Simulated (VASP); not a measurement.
# MnS (Fm-3m) in VASP: a series of runs

Runs on MnS. Level: PBE. Tasks: single point, relaxation of cell and atoms.

Program: VASP 6.6.1. These are calculated values, not measurements. Logs are shortened: lines on timing, memory, paths and dates and some standing lists are left out, and cuts for length are marked.

### 1 The cell of the first run

Symmetry: Fm-3m, No. 225, cubic system. Conventional cell: a = 5.139 Å, b = 5.139 Å, c = 5.139 Å, α = 90.00°, β = 90.00°, γ = 90.00°. Mn (site symmetry m-3m) has 6 S at 2.57 Å within 3.4 Å. Within 3.4 Å of S (site symmetry m-3m) lie 6 Mn at 2.57 Å.

### 2 Single point, PBE, collinear spin, ferromagnetic start (volume scaled by 0.96)

File INCAR:

```
  PREC = Accurate
  ENCUT = 520
  EDIFF = 1E-6
  ISMEAR = -1
  SIGMA = 0.1
  LREAL = F
  LASPH = T
  NELM = 150
  ALGO = Normal
  ISIF = 2
  LWAVE = F
  LCHARG = F
  ISPIN = 2
  MAGMOM = 4 0
  LORBIT = 11
  LMAXMIX = 4
  GGA = PE
  NBANDS = 20
```

File KPOINTS:

```
Automatic mesh
0
Gamma
  9 9 9
```

File POSCAR:

```
MnS
1.0
    0.0000000000      2.5692997390      2.5692997390
    2.5692997390      0.0000000000      2.5692997390
    2.5692997390      2.5692997390      0.0000000000
Mn S
1 1
Direct
    0.0000000000      0.0000000000      0.0000000000
    0.5000000000      0.5000000000      0.5000000000
```

Potentials or basis: VASP PAW PBE potentials, release 64 (Mn_pv, S).

Started as:

```bash
cat potpaw_PBE.64/Mn_pv/POTCAR potpaw_PBE.64/S/POTCAR > POTCAR
mpirun -np 1 vasp_std > vasp.out
```

OUTCAR:

```text
PREC = Accurate
   ENCUT = 520
   EDIFF = 1E-6
   ISMEAR = -1
   LREAL = F
   LASPH = T
   NELM = 150
   ISIF = 2
   ISPIN = 2
   LORBIT = 11
   GGA = PE

 ion  position               nearest neighbor table
   1  0.000  0.000  0.000-   2 2.57   2 2.57   2 2.57   2 2.57   2 2.57   2 2.57
   2  0.500  0.500  0.500-   1 2.57   1 2.57   1 2.57   1 2.57   1 2.57   1 2.57

  LATTYP: Found a face centered cubic cell.
 ALAT       =     5.1385994780

  Lattice vectors:

 A1 = (   0.0000000000,   2.5692997390,   2.5692997390)
 A2 = (   2.5692997390,   0.0000000000,   2.5692997390)
 A3 = (   2.5692997390,   2.5692997390,   0.0000000000)

Analysis of symmetry for initial positions (statically):
=====================================================================
 Subroutine PRICEL returns:
 Original cell was already a primitive cell.

 Routine SETGRP: Setting up the symmetry group for a
 face centered cubic supercell.

 Subroutine GETGRP returns: Found 48 space group operations
 (whereof 48 operations were pure point group operations)
 out of a pool of 48 trial point group operations.

The static configuration has the point symmetry O_h .

Analysis of symmetry for dynamics (positions and initial velocities):
=====================================================================
 Subroutine PRICEL returns:
 Original cell was already a primitive cell.

 Routine SETGRP: Setting up the symmetry group for a
 face centered cubic supercell.

 Subroutine GETGRP returns: Found 48 space group operations
 (whereof 48 operations were pure point group operations)
 out of a pool of 48 trial point group operations.

The dynamic configuration has the point symmetry O_h .

Analysis of structural, dynamic, and magnetic symmetry:
=====================================================================
 Subroutine PRICEL returns:
 Original cell was already a primitive cell.

 Routine SETGRP: Setting up the symmetry group for a
 face centered cubic supercell.

 Subroutine GETGRP returns: Found 48 space group operations
 (whereof 48 operations were pure point group operations)
 out of a pool of 48 trial point group operations.

The overall configuration has the point symmetry O_h .

 Subroutine INISYM returns: Found 48 space group operations
 (whereof 48 operations are pure point group operations),
 and found     1 'primitive' translations

----------------------------------------------------------------------------------------

                                     Primitive cell

  volume of cell :      33.9214

  direct lattice vectors                    reciprocal lattice vectors
     0.000000000  2.569299739  2.569299739    -0.194605554  0.194605554  0.194605554
     2.569299739  0.000000000  2.569299739     0.194605554 -0.194605554  0.194605554
     2.569299739  2.569299739  0.000000000     0.194605554  0.194605554 -0.194605554

  length of vectors
     3.633538537  3.633538537  3.633538537     0.337066708  0.337066708  0.337066708

  position of ions in fractional coordinates (direct lattice)
[... 8 lines left out ...]
----------------------------------------------------------------------------------------

 KPOINTS: Automatic mesh

Automatic generation of k-mesh.
 Grid dimensions read from file:
 generate k-points for:    9    9    9

 Generating k-lattice:

  Cartesian coordinates                     Fractional coordinates (reciprocal lattice)
    -0.021622839  0.021622839  0.021622839     0.111111111  0.000000000  0.000000000
     0.021622839 -0.021622839  0.021622839     0.000000000  0.111111111  0.000000000
     0.021622839  0.021622839 -0.021622839     0.000000000  0.000000000  0.111111111

  Length of vectors
     0.037451856  0.037451856  0.037451856

  Shift w.r.t. Gamma in fractional coordinates (k-lattice)
     0.000000000  0.000000000  0.000000000

 Subroutine IBZKPT returns following result:
 ===========================================

 Found     35 irreducible k-points:

 Following reciprocal coordinates:
            Coordinates               Weight
  0.000000  0.000000  0.000000      1.000000
  0.111111  0.000000  0.000000      8.000000
  0.222222  0.000000  0.000000      8.000000
  0.333333  0.000000  0.000000      8.000000
  0.444444  0.000000  0.000000      8.000000
  0.111111  0.111111  0.000000      6.000000
[... 16 lines left out ...]
 -0.333333  0.333333  0.000000     12.000000
  0.444444  0.444444  0.000000      6.000000
 [... further k-points ...]
   k-points           NKPTS =     35   k-points in BZ     NKDIM =     35   number of bands    NBANDS=     20
   number of dos      NEDOS =    301   number of ions     NIONS =      2
   total plane-waves  NPLWV =  21952
   dimension x,y,z NGX =    28 NGY =   28 NGZ =   28
   dimension x,y,z NGXF=    56 NGYF=   56 NGZF=   56
   ions per type =               1   1
   NGX,Y,Z   is equivalent  to a cutoff of  12.81, 12.81, 12.81 a.u.
   NGXF,Y,Z  is equivalent  to a cutoff of  25.62, 25.62, 25.62 a.u.
 SYSTEM =  unknown system
   PREC   = accura    normal or accurate (medium, high low for compatibility)
   ISTART =      0    job   : 0-new  1-cont  2-samecut
   ICHARG =      2    charge: 1-file 2-atom 10-const
   ISPIN  =      2    spin polarized calculation?
   LNONCOLLINEAR =      F non collinear calculations
   LSORBIT =      F    spin-orbit coupling
   LASPH  =      T    aspherical Exc in radial PAW
   ENCUT  =  520.0 eV  38.22 Ry    6.18 a.u.   6.76  6.76  6.76*2*pi/ulx,y,z
   NELM   =    150;   NELMIN=  2; NELMDL= -5     # of ELM steps
   EDIFF  = 0.1E-05   stopping-criterion for ELM
   LREAL  =      F    real-space projection
[... 7 lines left out ...]
   TEBEG  =    0.0;   TEEND  =   0.0 temperature during run
   PSTRESS=    0.0 pullay stress
   NELECT =      19.0000    total number of electrons
   NUPDOWN=      -1.0000    fix difference up-down
   EMIN   =  10.00;   EMAX   =-10.00  energy-range for DOS
   EFERMI =   0.00;   METHOD = LEGACY
   ISMEAR =    -1;   SIGMA  =   0.10  broadening in eV -4-tet -1-fermi 0-gaus
   EFERMI_NEDOS =   21; number of points for ismear=-14 and -15
   IALGO  =     38    algorithm
   IMIX   =      4    mixing-type and parameters
     AMIX     =   0.40;   BMIX     =  1.00
     AMIX_MAG =   1.60;   BMIX_MAG =  1.00
  volume/ion in A,a.u.               =      16.96       114.46
  Fermi-wavevector in a.u.,A,eV,Ry     =   1.349485  2.550156 24.777687  1.821109
  Thomas-Fermi vector in A             =   2.477068
   LORBIT       =     11    0 simple, 1 ext, 2 COOP (PROOUT), +10 PAW based schemes
   GGA     = PE    functional components
   LHFCALC =     F    Hartree Fock is set to
   AEXX    =    0.0000 exact exchange contribution
   IVDW    =     0    specifies the selected vdW correction
   LEPSILON=     F    determine dielectric tensor
   LRPA    =     F    only Hartree local field effects (RPA)
 spin polarized calculation
  energy-cutoff  :      520.00
  volume of cell :       33.92
 maximum number of plane-waves:       941
   NGX = 13   NGY = 13   NGZ = 13

 number of electron      19.0000000 magnetization       4.5834693

 Free energy of the ion-electron system (eV)
  ---------------------------------------------------
  ext. energy  EPLUGINS =         0.00000000
  ---------------------------------------------------
  free energy    TOTEN  =       -14.09765696 eV

  energy without entropy =      -14.06434162  energy(sigma->0) =      -14.08099929

 E-fermi :   7.1152     XC(G=0): -10.8488

 val. band max:        7.0989280218   @ k =   0.4444   0.1111   0.0000
 cond. band min:       7.1238365441   @ k =   0.3333   0.0000   0.0000
 fundamental gap:      0.0249085224
 Fermi energy:         7.1151763355

 spin component 1

 k-point     1 :       0.0000    0.0000    0.0000
  band No.  band energies     occupation
      1     -43.5251      1.00000
      2     -43.5251      1.00000
      3     -43.5251      1.00000
      4      -7.7690      1.00000
      5       3.7237      1.00000
      6       3.7237      1.00000
[... 12 lines left out ...]
     19      19.0697      0.00000
     20      19.6635      0.00000

 k-point     2 :       0.1111    0.0000    0.0000
  band No.  band energies     occupation
      1     -43.5262      1.00000
      2     -43.5253      1.00000
      3     -43.5253      1.00000
      4      -7.6368      1.00000
      5       3.3657      1.00000
      6       3.4165      1.00000
[... 498 lines left out ...]
 k-point    24 :       0.4444    0.4444    0.0000
  band No.  band energies     occupation
      1     -43.5339      1.00000
      2     -43.5288      1.00000
      3     -43.5288      1.00000
      4      -6.2502      1.00000
      5       0.9255      1.00000
      6       3.1612      1.00000
[... 12 lines left out ...]
     19      22.0007      0.00000
     20      22.0007      0.00000

 [... further k-points ...]

 spin component 2

 k-point     1 :       0.0000    0.0000    0.0000
  band No.  band energies     occupation
      1     -39.1016      1.00000
      2     -39.1016      1.00000
      3     -39.1016      1.00000
      4      -7.4834      1.00000
      5       5.3749      1.00000
      6       5.3749      1.00000
[... 12 lines left out ...]
     19      20.1137      0.00000
     20      21.3375      0.00000

 k-point     2 :       0.1111    0.0000    0.0000
  band No.  band energies     occupation
      1     -39.1032      1.00000
      2     -39.1018      1.00000
      3     -39.1018      1.00000
      4      -7.3565      1.00000
      5       4.4649      1.00000
      6       4.9863      1.00000
[... 498 lines left out ...]
 k-point    24 :       0.4444    0.4444    0.0000
  band No.  band energies     occupation
      1     -39.1134      1.00000
      2     -39.1065      1.00000
      3     -39.1065      1.00000
      4      -5.9921      1.00000
      5       1.3278      1.00000
      6       3.8072      1.00000
[... 12 lines left out ...]
     19      22.4286      0.00000
     20      22.4286      0.00000

 [... further k-points ...]

------------------------ aborting loop because EDIFF is reached ----------------------------------------

  FORCE on cell =-STRESS in cart. coord.  units (eV):
  Direction    XX          YY          ZZ          XY          YZ          ZX
  --------------------------------------------------------------------------------------
  -------------------------------------------------------------------------------------
  Total       -0.2148170     -0.2148170     -0.2148170      0.0000000      0.0000000     -0.0000000
  in kB      -10.1462358    -10.1462358    -10.1462358      0.0000000      0.0000000     -0.0000000
  external PRESSURE =     -10.1462358 kB  Pullay stress =       0.0000000 kB

 VOLUME and BASIS-vectors are now :
 -----------------------------------------------------------------------------
  energy-cutoff  :      520.00
  volume of cell :       33.92
      direct lattice vectors                 reciprocal lattice vectors
     0.000000000  2.569299739  2.569299739    -0.194605554  0.194605554  0.194605554
     2.569299739  0.000000000  2.569299739     0.194605554 -0.194605554  0.194605554
     2.569299739  2.569299739  0.000000000     0.194605554  0.194605554 -0.194605554

 POSITION                                       TOTAL-FORCE (eV/Angst)
 -----------------------------------------------------------------------------------
      0.00000      0.00000      0.00000         0.000000      0.000000      0.000000
      2.56930      2.56930      2.56930        -0.000000      0.000000     -0.000000
 -----------------------------------------------------------------------------------
    total drift:                               -0.000000      0.000000      0.000000

  FREE ENERGIE OF THE ION-ELECTRON SYSTEM (eV)
  ---------------------------------------------------
  free  energy   TOTEN  =       -14.0976569594 eV

  energy  without entropy=      -14.0643416166  energy(sigma->0) =      -14.08099929

 total charge

# of ion       s       p       d       tot
------------------------------------------
    1        0.222   6.175   4.950  11.346
    2        1.328   2.407   0.000   3.734
--------------------------------------------------
tot          1.549   8.581   4.950  15.081

 magnetization (x)

# of ion       s       p       d       tot
------------------------------------------
    1        0.052   0.040   4.071   4.163
    2        0.027   0.067   0.000   0.094
--------------------------------------------------
tot          0.079   0.107   4.071   4.257
```

It took 75 s on 1 thread of Oxide Virtual Turin-like, shared host; peak memory 0.15 GiB.

Results:

```
Free energy                                           : -14.0977 eV
Pressure                                              : -1.0 GPa
Net moment                                            : 4.58 μB per cell
Site moments                                          : Mn +4.16; S +0.09 μB
Valence electrons inside the program's atomic spheres : Mn 11.35; S 3.73
```

Levels at points of the mesh, in eV from the Fermi level:
Spin up:
```
           k point  band 10  band 11  band 12  band 13  band 14  band 15
(0.00, 0.00, 0.00)    -1.95    -1.95    -1.95     2.01     8.67     8.67
```
Spin down:
| k point | band 5 | band 6 | band 7 | band 8 | band 9 | band 10 |
| --- | --- | --- | --- | --- | --- | --- |
| (0.00, 0.00, 0.00) | -1.74 | -1.74 | -1.74 | 0.18 | 0.18 | 0.18 |

Caveat: a cell with one magnetic atom can't hold antiferromagnetic order, which such compounds often take; semilocal functionals often make such compounds metallic where correlation or magnetic order opens a gap, which also shifts bond lengths.

[end of part 1 of 2]
